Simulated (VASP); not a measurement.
# TbO (Cmcm) in VASP: notebook, part 2 of 2

VASP 6.6.1. The steps go on from the part before.

### 3 Relaxation of cell and atoms, PBE

This run uses another cell than the first one, of 21.28 Å³/atom.

Input file INCAR:

```
SYSTEM = TbO
ALGO = Normal
EDIFF = 1E-7
EDIFFG = -0.04
ENCUT = 600
GGA = PE
GGA_COMPAT = .False.
IBRION = 2
ISIF = 3
ISMEAR = 0
LASPH = .True.
LCHARG = .False.
LMAXMIX = 6
LREAL = .False.
LWAVE = .False.
NELM = 200
NELMIN = 4
NSW = 90
PREC = Accurate
SIGMA = 0.1
```

Input file KPOINTS:

```
k-points
0
Gamma
  4 4 4
  0 0 0
```

Input file POSCAR:

```
TbO
1.0
    2.1998145600     -5.1441620400      0.0000000000
    2.1998145600      5.1441620400      0.0000000000
    0.0000000000      0.0000000000      3.7613652000
Tb O
2 2
Direct
    0.1382600100      0.8617399900      0.7500000000
    0.8617399900      0.1382600100      0.2500000000
    0.4306510100      0.5693489900      0.7500000000
    0.5693489900      0.4306510100      0.2500000000
```

Potentials or basis: VASP PAW PBE potentials, release 64 (Tb_3, O), 4f in core.

The run is started by

```bash
$ cat potpaw_PBE.64/Tb_3/POTCAR potpaw_PBE.64/O/POTCAR > POTCAR
$ mpirun -np 1 vasp_std > vasp.out
```

OUTCAR:

```text
SYSTEM = TbO
   EDIFF = 1E-7
   EDIFFG = -0.04
   ENCUT = 600
   GGA = PE
   IBRION = 2
   ISIF = 3
   ISMEAR = 0
   LASPH = .True.
   LREAL = .False.
   NELM = 200
   NELMIN = 4
   NSW = 90
   PREC = Accurate

 ion  position               nearest neighbor table
   1  0.138  0.862  0.750-   2 3.41   2 3.41   2 3.70   2 3.70   2 3.70   2 3.70
   2  0.862  0.138  0.250-   1 3.41   1 3.41   1 3.70   1 3.70   1 3.70   1 3.70
   3  0.431  0.569  0.750-
   4  0.569  0.431  0.250-

  LATTYP: Found a base centered orthorhombic cell.
 ALAT       =     4.3996291200
 B/A-ratio  =     2.3384525830
 C/A-ratio  =     0.8549277899

  Lattice vectors:

 A1 = (   2.1998145600,  -5.1441620400,   0.0000000000)
 A2 = (   2.1998145600,   5.1441620400,   0.0000000000)
 A3 = (   0.0000000000,   0.0000000000,   3.7613652000)

Analysis of symmetry for initial positions (statically):
=====================================================================
 Subroutine PRICEL returns:
 Original cell was already a primitive cell.

 Routine SETGRP: Setting up the symmetry group for a
 base centered orthorhombic supercell.

 Subroutine GETGRP returns: Found  8 space group operations
 (whereof  4 operations were pure point group operations)
 out of a pool of  8 trial point group operations.

The static configuration has the point symmetry C_2h.
 The point group associated with its full space group is D_2h.
[... 161 lines left out ...]
  ---------------------------------------------------
  free energy    TOTEN  =       -22.55650502 eV

  energy without entropy =      -22.52286959  energy(sigma->0) =      -22.53968731

 E-fermi :   2.9567     XC(G=0):  -9.8433

 val. band max:        2.9268311980   @ k =   0.2500   0.0000   0.0000
 cond. band min:       2.9977617192   @ k =   0.5000   0.5000   0.5000
 fundamental gap:      0.0709305212
 Fermi energy:         2.9566990367

 k-point     1 :       0.0000    0.0000    0.0000
  band No.  band energies     occupation
      1     -20.8379      2.00000
      2     -20.5183      2.00000
      3     -20.4922      2.00000
      4     -20.4067      2.00000
      5     -20.3198      2.00000
      6     -20.3049      2.00000
[... 558 lines left out ...]
  FREE ENERGIE OF THE ION-ELECTRON SYSTEM (eV)
  ---------------------------------------------------
  free  energy   TOTEN  =       -28.1572241849 eV

  energy  without entropy=      -28.1500900966  energy(sigma->0) =      -28.15365714

[... ionic steps 4 to 52 ...]

--------------------------------------- Ionic step       53  -------------------------------------------

 number of electron      30.0000008 magnetization

------------------------ aborting loop because EDIFF is reached ----------------------------------------
[... 71 lines left out ...]
--------------------------------------- Ionic step       55  -------------------------------------------

 number of electron      30.0000007 magnetization

 Free energy of the ion-electron system (eV)
  ---------------------------------------------------
  ext. energy  EPLUGINS =         0.00000000
  ---------------------------------------------------
  free energy    TOTEN  =       -30.05465345 eV

  energy without entropy =      -30.04361429  energy(sigma->0) =      -30.04913387

 E-fermi :   4.9674     XC(G=0): -10.5401

 val. band max:        4.9100083845   @ k =   0.2500   0.0000   0.5000
 cond. band min:       5.0523328715   @ k =   0.5000   0.2500   0.0000
 fundamental gap:      0.1423244870
 Fermi energy:         4.9673906993

 k-point     1 :       0.0000    0.0000    0.0000
  band No.  band energies     occupation
      1     -19.1362      2.00000
      2     -18.2864      2.00000
      3     -18.2754      2.00000
      4     -18.2481      2.00000
      5     -18.1975      2.00000
      6     -18.1517      2.00000
[... 482 lines left out ...]
  FREE ENERGIE OF THE ION-ELECTRON SYSTEM (eV)
  ---------------------------------------------------
  free  energy   TOTEN  =       -30.0546534532 eV

  energy  without entropy=      -30.0436142907  energy(sigma->0) =      -30.04913387

 reached required accuracy - stopping structural energy minimisation
```

CONTCAR:

```text
TbO
   1.00000000000000
     1.6375236753903699   -6.5288772176862189    0.0000000000000000
     1.6375236753903699    6.5288772176862189   -0.0000000000000000
     0.0000000000000000    0.0000000000000000    3.2569276404938852
  Tb              O
     2     2
Direct
     0.1385888559007648    0.8614111440992352    0.7500000000000000
     0.8614111440992352    0.1385888559007648    0.2500000000000000
     0.3200360104625970    0.6799639895374029    0.7500000000000000
     0.6799639895374029    0.3200360104625970    0.2500000000000000

  0.00000000E+00  0.00000000E+00  0.00000000E+00
  0.00000000E+00  0.00000000E+00  0.00000000E+00
  0.00000000E+00  0.00000000E+00  0.00000000E+00
  0.00000000E+00  0.00000000E+00  0.00000000E+00
```

Run time: 27 min. Hardware: 1 thread of AMD EPYC 9R45 (Zen 5), shared host; peak memory 0.29 GiB.

What came out:

```yaml
Free_energy: -30.0547 eV
Relaxed_volume: 17.41 Å³/atom
Relaxed_cell: a = 6.731 Å, b = 6.731 Å, c = 3.257 Å, α = 90.00°, β = 90.00°, γ = 151.84°
Space_group_after_relaxing_to_0.1_Å: Cmcm (No. 63)
Energy_gained_by_relaxing: 1874.5 meV/atom
Ionic_steps: 55
Pressure_after_relaxing: -0.1 GPa
Largest_force_after_relaxing: 0.011 eV/Å
Band_gap_on_the_k_mesh: zero (bands 15 and 16 overlap by 2.49 eV)
```

Forces in eV/Å, atoms in the order of the input:
```
Tb   0.000 -0.008  0.000
Tb   0.000  0.008  0.000
O    0.000  0.011  0.000
O    0.000 -0.011  0.000
```

Step by step:
```csv
step,energy change (eV),largest force (eV/Å),pressure (GPa),volume (Å³)
1,0.0000,3.1769,-16.85,85.13
3,-5.6007,2.4950,4.60,54.69
5,-6.1338,0.8879,0.72,55.89
7,-6.1873,0.9077,-1.14,56.80
9,-6.4082,0.4513,4.99,55.89
11,-6.4138,0.3147,6.57,55.70
13,-6.5211,0.1219,-0.22,60.14
15,-6.5506,0.1962,0.06,61.07
17,-6.5594,0.4079,4.86,63.35
19,-6.5975,0.3848,1.98,63.33
21,-6.6502,0.7178,-1.31,68.53
23,-6.6778,0.7410,-2.82,70.91
25,-6.6996,0.7003,-2.93,72.30
27,-6.7112,0.7399,-3.18,75.53
29,-6.7538,0.7786,-2.07,73.52
31,-6.9608,0.9377,6.73,68.56
33,-6.9608,0.8809,10.32,66.86
35,-7.0151,0.7927,10.51,66.53
37,-7.1645,0.9032,10.98,65.05
39,-7.1701,0.7683,11.36,64.74
41,-7.3781,0.2462,2.69,68.31
43,-7.3995,0.3055,-0.97,70.19
45,-7.4171,0.2308,-0.65,70.07
47,-7.4775,0.3285,-0.41,70.43
49,-7.4783,0.2989,-0.47,70.39
51,-7.4958,0.1250,0.42,69.58
53,-7.4971,0.0819,0.63,69.36
55,-7.4981,0.0106,-0.11,69.64
```

Final structure:
```cif
data_structure
_symmetry_space_group_name_H-M 'P 1'
_symmetry_Int_Tables_number 1
_cell_length_a 6.7311
_cell_length_b 6.7311
_cell_length_c 3.2569
_cell_angle_alpha 90.000
_cell_angle_beta 90.000
_cell_angle_gamma 151.840
_cell_volume 69.64
loop_
_atom_site_label
_atom_site_type_symbol
_atom_site_fract_x
_atom_site_fract_y
_atom_site_fract_z
_atom_site_occupancy
Tb1 Tb 0.13859 0.86141 0.75000 1
Tb2 Tb 0.86141 0.13859 0.25000 1
O1 O 0.32004 0.67996 0.75000 1
O2 O 0.67996 0.32004 0.25000 1
```

Caveat: the k points lie up to 0.49 Å⁻¹ apart in the final cell, too coarse for converged energies and pressures of a metal; the volume moved by over 15 % at a fixed basis, so the end points are rough; spin-orbit coupling is left out, which moves the levels of the heavy elements; the 4f electrons are frozen in the core, so they carry no moment and show no levels; the run has no spin polarisation, though such a crystal can be magnetic. Spin polarisation is off, so any magnetic state and its effect on volume and gap are missing.

### 4 Relaxation of cell and atoms, PBE

This run uses another cell than the first one, of 17.46 Å³/atom.

Input file INCAR:

```
  ALGO = Normal
  EDIFF = 1E-7
  EDIFFG = -0.04
  ENCUT = 600
  GGA = PE
  GGA_COMPAT = False
  IBRION = 2
  ISIF = 3
  ISMEAR = 0
  LASPH = True
  LCHARG = False
  LMAXMIX = 6
  LREAL = False
  LWAVE = False
  NELM = 200
  NELMIN = 4
  NSW = 90
  PREC = Accurate
  SIGMA = 0.1
```

Input file KPOINTS:

```
k-points
0
Gamma
  6 6 6
```

Input file POSCAR:

```
TbO
1.0
    1.6335776933     -6.5708976510      0.0000000000
    1.6335776933      6.5708976510      0.0000000000
    0.0000000000      0.0000000000      3.2536210186
Tb O
2 2
Direct
    0.1394703415      0.8605296585      0.2500000000
    0.8605296585      0.1394703415      0.7500000000
    0.3190886683      0.6809113317      0.2500000000
    0.6809113317      0.3190886683      0.7500000000
```

The run is started by

```bash
$ cat potpaw_PBE.64/Tb_3/POTCAR potpaw_PBE.64/O/POTCAR > POTCAR
$ mpirun -np 1 vasp_std > vasp.out
```

Wall time 8 min (1 thread of AMD EPYC 9R45 (Zen 5), shared host); peak memory 0.3 GiB.

Results (log left out):

* Free energy: -30.0972 eV
* Relaxed volume: 17.69 Å³/atom
* Relaxed cell: a = 6.822 Å, b = 6.822 Å, c = 3.262 Å, α = 90.00°, β = 90.00°, γ = 152.22°
* Space group after relaxing (to 0.1 Å): Cmcm (No. 63)
* Energy gained by relaxing: 1.7 meV/atom
* Ionic steps: 7
* Pressure after relaxing: 0.1 GPa
* Largest force after relaxing: 0.022 eV/Å
* Band gap on the k mesh: zero (bands 15 and 16 overlap by 2.49 eV)

Forces on the atoms (eV/Å):
```
Tb   0.000  0.008  0.000
Tb   0.000 -0.008  0.000
O    0.000  0.022  0.000
O    0.000 -0.022  0.000
```

Stress tensor (GPa, compression positive):
```
0.01 0.00 0.00
0.00 0.10 0.00
0.00 0.00 0.15
```

Step by step:
```
step  energy change (eV)  largest force (eV/Å)  pressure (GPa)  volume (Å³)
   1              0.0000                0.2050            0.41        69.85
   2             -0.0045                0.1231            0.10        70.31
   3             -0.0057                0.0783           -0.27        70.89
   4             -0.0059                0.0573           -0.17        70.73
   5             -0.0064                0.0478            0.28        70.58
   6             -0.0064                0.0486            0.26        70.60
   7             -0.0067                0.0216            0.09        70.74
```

Final structure:
```
Tb O
1.0
     1.63753   -6.62234    0.00000
     1.63753    6.62234    0.00000
     0.00000    0.00000    3.26164
Tb O
2 2
Direct
  0.14142 0.85858 0.25000
  0.85858 0.14142 0.75000
  0.31913 0.68087 0.25000
  0.68087 0.31913 0.75000
```

Levels at points of the mesh, in eV from the Fermi level:
| k point | band 11 | band 12 | band 13 | band 14 | band 15 | band 16 | band 17 | band 18 | band 19 |
| --- | --- | --- | --- | --- | --- | --- | --- | --- | --- |
| (0.00, 0.00, 0.00) | -5.01 | -4.82 | -4.13 | -4.13 | -2.38 | -1.61 | -0.79 | 2.84 | 3.08 |
| (0.50, 0.00, 0.00) | -5.90 | -5.90 | -5.31 | -5.17 | -0.06 | 0.33 | 2.23 | 2.51 | 3.04 |
| (0.50, 0.50, 0.00) | -5.03 | -5.01 | -4.14 | -4.13 | -1.62 | -1.01 | -0.80 | 1.97 | 3.06 |
| (0.00, 0.00, 0.50) | -5.94 | -5.94 | -5.18 | -5.18 | -0.37 | -0.37 | 2.78 | 2.78 | 3.58 |
| (0.50, 0.00, 0.50) | -5.31 | -5.31 | -4.32 | -4.32 | 0.88 | 0.88 | 1.37 | 1.37 | 4.08 |
| (0.50, 0.50, 0.50) | -5.93 | -5.93 | -5.29 | -5.29 | 0.48 | 0.48 | 2.43 | 2.43 | 4.01 |

Caveat: spin-orbit coupling is left out, which moves the levels of the heavy elements; the 4f electrons are frozen in the core, so they carry no moment and show no levels; the run has no spin polarisation, though such a crystal can be magnetic.

### 5 Summary

| task | cell | k mesh | gap on the mesh (eV) | pressure (GPa) | relaxed volume (Å³/atom) | largest force (eV/Å) |
| --- | --- | --- | --- | --- | --- | --- |
| single point | a = 6.838, b = 6.838, c = 3.259 Å, angles 90.0, 90.0, 152.3°, 4 atoms, atomic positions A | 6 × 6 × 6 | none | 0.4 | - | 0.06 |
| relaxation of cell and atoms | relaxed from a = 5.595, b = 5.595, c = 3.761 Å, angles 90.0, 90.0, 133.7°, 4 atoms, atomic positions B | 4 × 4 × 4 | none | -0.1 | 17.41 | 0.01 |
| relaxation of cell and atoms | relaxed from a = 6.771, b = 6.771, c = 3.254 Å, angles 90.0, 90.0, 152.1°, 4 atoms, atomic positions C | 6 × 6 × 6 | none | 0.1 | 17.69 | 0.02 |

Alike in all rows: level PBE; potentials or basis VASP PAW PBE potentials, release 64 (Tb_3, O), 4f in core; no spin polarisation; cutoff (eV) 600; smearing gaussian 0.1 eV.

Caveats: some runs use coarse meshes; spin-orbit coupling is left out, which moves the levels of the heavy elements; the 4f electrons are frozen in the core, so they carry no moment and show no levels; the run has no spin polarisation, though such a crystal can be magnetic; the volume moved by over 15 % at a fixed basis, so the end points are rough (at least some runs).

Absolute energies hang on the potentials; compare differences alone.

The gap in the log of VASP goes by the Fermi energy; the results here count the filled bands.